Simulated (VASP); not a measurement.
# InTeOs3F2 (P4/mmm) in VASP: single point with PBE

Aim: the single point of InTeOs3F2 with PBE.

All numbers are computed with VASP 6.6.1; they aren't measurements. Logs are shortened: lines on timing, memory, paths and dates and some standing lists are left out, and cuts for length are marked.

## 1. The cell of the first run

It takes space group P4/mmm (No. 123, tetragonal). The conventional cell has a = 3.851 Å, b = 3.851 Å, c = 9.179 Å, α = 90.00°, β = 90.00°, γ = 90.00°. In (site symmetry 4/mmm) has 2 F at 2.83 Å and 8 Os at 3.02 Å within 3.7 Å. Within 3.6 Å of Te (site symmetry 4/mmm) lie 6 Os at 2.72 to 3.28 Å and 8 F at 3.24 Å. Within 3.5 Å of Os (site symmetry 4mm) lie 1 Os at 2.62 Å and 4 In at 3.02 Å and 4 F at 3.12 Å and 1 Te at 3.28 Å. Os (site symmetry 4/mmm) has 2 F at 1.76 Å within 2.3 Å. Within 2.3 Å of F (site symmetry 4mm) lie 1 Os at 1.76 Å.

The cell was built from a structure type or drawn by symmetry, and may not be a known phase.

## 2. Single point, PBE, collinear spin

File INCAR:

```
  PREC = Accurate
  ENCUT = 520
  EDIFF = 1E-6
  ISMEAR = 0
  SIGMA = 0.1
  LREAL = F
  LASPH = T
  NELM = 150
  ALGO = Normal
  ISIF = 2
  LWAVE = F
  LCHARG = F
  ISPIN = 2
  MAGMOM = 0 0 1 1 1 0 0
  LORBIT = 11
  LMAXMIX = 4
  GGA = PE
  NBANDS = 42
```

File KPOINTS:

```
Automatic mesh
0
Gamma
  4 4 2
```

File POSCAR:

```
InTeOs3F2
1.0
    3.8511522400      0.0000000000      0.0000000000
    0.0000000000      3.8511522400      0.0000000000
    0.0000000000      0.0000000000      9.1787129200
In Te Os F
1 1 3 2
Direct
    0.5000000000      0.5000000000      0.5000000000
    0.0000000000      0.0000000000      0.0000000000
    0.0000000000      0.0000000000      0.3574411900
    0.0000000000      0.0000000000      0.6425588100
    0.5000000000      0.5000000000      0.0000000000
    0.5000000000      0.5000000000      0.1913202300
    0.5000000000      0.5000000000      0.8086797700
```

Potentials or basis: VASP PAW PBE potentials, release 64 (In_d, Te, Os, F).

The run is started by

```sh
$ cat potpaw_PBE.64/In_d/POTCAR potpaw_PBE.64/Te/POTCAR potpaw_PBE.64/Os/POTCAR potpaw_PBE.64/F/POTCAR > POTCAR
$ mpirun -np 1 vasp_std > vasp.out
```

OUTCAR:

```text
PREC = Accurate
   ENCUT = 520
   EDIFF = 1E-6
   ISMEAR = 0
   LREAL = F
   LASPH = T
   NELM = 150
   ISIF = 2
   ISPIN = 2
   LORBIT = 11
   GGA = PE

 ion  position               nearest neighbor table
   1  0.500  0.500  0.500-   6 2.83   7 2.83   3 3.02   4 3.02   3 3.02   4 3.02   3 3.02   4 3.02
                             3 3.02   4 3.02
   2  0.000  0.000  0.000-   5 2.72   5 2.72   5 2.72   5 2.72   3 3.28   4 3.28
   3  0.000  0.000  0.357-   4 2.62   1 3.02   1 3.02   1 3.02   1 3.02   2 3.28
   4  0.000  0.000  0.643-   3 2.62   1 3.02   1 3.02   1 3.02   1 3.02   2 3.28
   5  0.500  0.500  0.000-   6 1.76   7 1.76   2 2.72   2 2.72   2 2.72   2 2.72
   6  0.500  0.500  0.191-   5 1.76   1 2.83
   7  0.500  0.500  0.809-   5 1.76   1 2.83

  LATTYP: Found a simple tetragonal cell.
 ALAT       =     3.8511522400
 C/A-ratio  =     2.3833679761

  Lattice vectors:

 A1 = (   3.8511522400,   0.0000000000,   0.0000000000)
 A2 = (   0.0000000000,   3.8511522400,   0.0000000000)
 A3 = (   0.0000000000,   0.0000000000,   9.1787129200)

Analysis of symmetry for initial positions (statically):
=====================================================================
 Subroutine PRICEL returns:
 Original cell was already a primitive cell.

 Routine SETGRP: Setting up the symmetry group for a
 simple tetragonal supercell.

 Subroutine GETGRP returns: Found 16 space group operations
 (whereof 16 operations were pure point group operations)
 out of a pool of 16 trial point group operations.

The static configuration has the point symmetry D_4h.

Analysis of symmetry for dynamics (positions and initial velocities):
=====================================================================
 Subroutine PRICEL returns:
 Original cell was already a primitive cell.

 Routine SETGRP: Setting up the symmetry group for a
 simple tetragonal supercell.

 Subroutine GETGRP returns: Found 16 space group operations
 (whereof 16 operations were pure point group operations)
 out of a pool of 16 trial point group operations.

The dynamic configuration has the point symmetry D_4h.

Analysis of structural, dynamic, and magnetic symmetry:
=====================================================================
 Subroutine PRICEL returns:
 Original cell was already a primitive cell.

 Routine SETGRP: Setting up the symmetry group for a
 simple tetragonal supercell.

 Subroutine GETGRP returns: Found 16 space group operations
 (whereof 16 operations were pure point group operations)
 out of a pool of 16 trial point group operations.

[... 137 lines left out ...]

 Free energy of the ion-electron system (eV)
  ---------------------------------------------------
  ext. energy  EPLUGINS =         0.00000000
  ---------------------------------------------------
  free energy    TOTEN  =       -36.66618700 eV

  energy without entropy =      -36.55848109  energy(sigma->0) =      -36.61233405

 E-fermi :   5.4150     XC(G=0): -10.7165

 val. band max:        5.4142894361   @ k =   0.2500   0.2500   0.5000
 cond. band min:       5.4191551230   @ k =   0.5000   0.0000   0.5000
 fundamental gap:      0.0048656869
 Fermi energy:         5.4149721508

 spin component 1

 k-point     1 :       0.0000    0.0000    0.0000
  band No.  band energies     occupation
      1     -20.4585      1.00000
      2     -19.5250      1.00000
      3      -8.6098      1.00000
      4      -8.5914      1.00000
      5      -8.5547      1.00000
      6      -8.5547      1.00000
[... 505 lines left out ...]
     39      10.0960      0.00000
     40      11.6606      0.00000
 Fermi energy:         5.4149721508

 spin component 2

 k-point     1 :       0.0000    0.0000    0.0000
  band No.  band energies     occupation
      1     -20.4628      1.00000
      2     -19.5295      1.00000
      3      -8.6105      1.00000
      4      -8.5927      1.00000
      5      -8.5559      1.00000
      6      -8.5559      1.00000
[... 505 lines left out ...]
     39      10.1082      0.00000
     40      11.6544      0.00000
 [bands above 40 left out]

------------------------ aborting loop because EDIFF is reached ----------------------------------------

  FORCE on cell =-STRESS in cart. coord.  units (eV):
  Direction    XX          YY          ZZ          XY          YZ          ZX
  --------------------------------------------------------------------------------------
  -------------------------------------------------------------------------------------
  Total       -3.7493514     -3.7493514     13.4047547      0.0000000     -0.0000000      0.0000000
  in kB      -44.1269152    -44.1269152    157.7634125      0.0000000     -0.0000000      0.0000000
  external PRESSURE =      23.1698607 kB  Pullay stress =       0.0000000 kB

 VOLUME and BASIS-vectors are now :
 -----------------------------------------------------------------------------
  energy-cutoff  :      520.00
  volume of cell :      136.13
      direct lattice vectors                 reciprocal lattice vectors
     3.851152240  0.000000000  0.000000000     0.259662547  0.000000000  0.000000000
     0.000000000  3.851152240  0.000000000     0.000000000  0.259662547  0.000000000
     0.000000000  0.000000000  9.178712920     0.000000000  0.000000000  0.108947737

 POSITION                                       TOTAL-FORCE (eV/Angst)
 -----------------------------------------------------------------------------------
      1.92558      1.92558      4.58936        -0.000000      0.000000      0.000000
      0.00000      0.00000      0.00000        -0.000000      0.000000      0.000000
      0.00000      0.00000      3.28085        -0.000000      0.000000      3.551536
      0.00000      0.00000      5.89786         0.000000      0.000000     -3.551536
      1.92558      1.92558      0.00000        -0.000000      0.000000      0.000000
      1.92558      1.92558      1.75607        -0.000000     -0.000000      6.235771
      1.92558      1.92558      7.42264        -0.000000      0.000000     -6.235771
 -----------------------------------------------------------------------------------
    total drift:                                0.000000      0.000000      0.000000

  FREE ENERGIE OF THE ION-ELECTRON SYSTEM (eV)
  ---------------------------------------------------
  free  energy   TOTEN  =       -36.6661870012 eV

  energy  without entropy=      -36.5584810920  energy(sigma->0) =      -36.61233405

 total charge

# of ion       s       p       d       tot
------------------------------------------
    1        0.826   0.554   9.891  11.271
    2        1.352   1.976   0.091   3.418
    3        0.520   0.204   5.900   6.624
    4        0.520   0.204   5.900   6.624
    5        0.701   0.725   6.217   7.643
    6        1.757   4.344   0.000   6.100
    7        1.757   4.344   0.000   6.100
--------------------------------------------------
tot          7.433  12.349  27.998  47.781

 magnetization (x)

# of ion       s       p       d       tot
------------------------------------------
    1       -0.002  -0.000   0.000  -0.002
    2        0.000   0.002  -0.000   0.001
    3        0.005  -0.001   0.031   0.036
    4        0.005  -0.001   0.031   0.036
    5       -0.000  -0.000  -0.005  -0.006
    6       -0.000  -0.002   0.000  -0.002
    7       -0.000  -0.002   0.000  -0.002
--------------------------------------------------
tot          0.008  -0.004   0.057   0.061
```

Wall time 4.5 min (1 thread of AMD EPYC 7R43 (Zen 3), shared host); peak memory 0.34 GiB.

Results:

```
Free energy                                           : -36.6662 eV
Pressure                                              : 2.3 GPa
Largest force                                         : 6.236 eV/Å
Net moment                                            : 0.05 μB per cell
Site moments                                          : In -0.00; Te +0.00; Os +0.04, -0.01 (each value once); F -0.00 μB
Valence electrons inside the program's atomic spheres : In 11.27; Te 3.42; Os 6.62, 7.64 (each value once); F 6.10
```

Forces in eV/Å, atoms in the order of the input:
```
In   0.000  0.000  0.000
Te   0.000  0.000  0.000
Os   0.000  0.000  3.552
Os   0.000  0.000 -3.552
Os   0.000  0.000  0.000
F    0.000  0.000  6.236
F    0.000  0.000 -6.236
```

Caveat: the k points lie up to 0.41 Å⁻¹ apart; spin-orbit coupling is left out, which moves the levels of the heavy elements; forces of over 1 eV/Å act on the atoms, so gaps and moduli don't describe the material at rest.
